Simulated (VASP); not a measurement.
The system is C.

```
CELL_PARAMETERS angstrom
0.00000 1.77140 1.77140
1.77140 0.00000 1.77140
1.77140 1.77140 0.00000
ATOMIC_POSITIONS crystal
C 0.75000 0.75000 0.75000
C 0.50000 0.50000 0.50000
```

Base run:

| Quantity | Value |
| --- | --- |
| Program | VASP 6.6.1 |
| Functional | b88 exchange, pbe correlation |
| Potentials or basis | VASP PAW PBE potentials, release 64 (C) |
| Cutoff | 600 eV |
| k mesh | 13 × 13 × 13 |
| Occupations | fermi-dirac, width 0.05 eV |
| Spin | no spin polarisation |

Its results: band gap on the k mesh 4.19 eV (least direct gap 5.67 eV); pressure 11.4 GPa.

Problem. The run is repeated on the same cell with these changes: functional from b88 exchange, pbe correlation to BHLYP; cutoff from 600 eV to 520 eV; k mesh from 13 × 13 × 13 to 7 × 7 × 7. What comes out?

Solution. Band gap on the k mesh 8.64 eV (least direct gap 10.24 eV); pressure 0.7 GPa.

Several settings changed at once.

Caveats: some runs use coarse meshes; the PAW data sets were made with another functional, which shifts forces and pressure a little; an odd mesh through Γ misses points on the zone boundary, where band edges can lie; the cell stands under pressure (at least some runs).
